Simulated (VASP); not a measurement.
A run of VASP 6.6.1:

Contents of POSCAR:

```
CuF
1.0
    2.7921705943      0.0000000000      0.0000000000
    0.0000000000      2.7921705943      0.0000000000
    0.0000000000      0.0000000000      2.7921705943
Cu F
1 1
Direct
    0.0000000000      0.0000000000      0.0000000000
    0.5000000000      0.5000000000      0.5000000000
```

File INCAR.step1:

```
SYSTEM = CuF
ALGO = Normal
EDIFF = 1E-4
ENCUT = 520
GGA = PE
ISMEAR = -1
LASPH = .TRUE.
LCHARG = .FALSE.
LREAL = .FALSE.
LWAVE = .TRUE.
NBANDS = 16
NELM = 60
PREC = Accurate
SIGMA = 0.02
```

Contents of INCAR.step2:

```
SYSTEM = CuF
ALGO = Normal
EDIFF = 1E-7
ENCUT = 520
ISIF = 2
ISMEAR = -1
ISTART = 1
LASPH = .TRUE.
LCHARG = .TRUE.
LELF = .TRUE.
LMIXTAU = .TRUE.
LREAL = .FALSE.
LVHAR = .TRUE.
LWAVE = .FALSE.
METAGGA = R2SCAN
NBANDS = 16
NELM = 60
PREC = Accurate
SIGMA = 0.02
```

The input KPOINTS:

```
k-points
0
G
  8 8 8
  0 0 0
```

Potentials or basis: VASP PAW PBE potentials, release 64 (Cu, F).

The run is started by

```bash
$ cat potpaw_PBE.64/Cu/POTCAR potpaw_PBE.64/F/POTCAR > POTCAR
$ cp INCAR.step1 INCAR
$ mpirun -np 1 vasp_std > vasp.out
$ cp INCAR.step2 INCAR
$ mpirun -np 1 vasp_std > vasp.out
```

Hardware: 1 thread of Intel Xeon 8259CL, with other jobs on the host.

Question: How long does it take, and how much memory?

Answer: Run time: 75 s on 1 thread of Intel Xeon 8259CL (shared host), peak memory 0.15 GiB. Counts: k points 35.
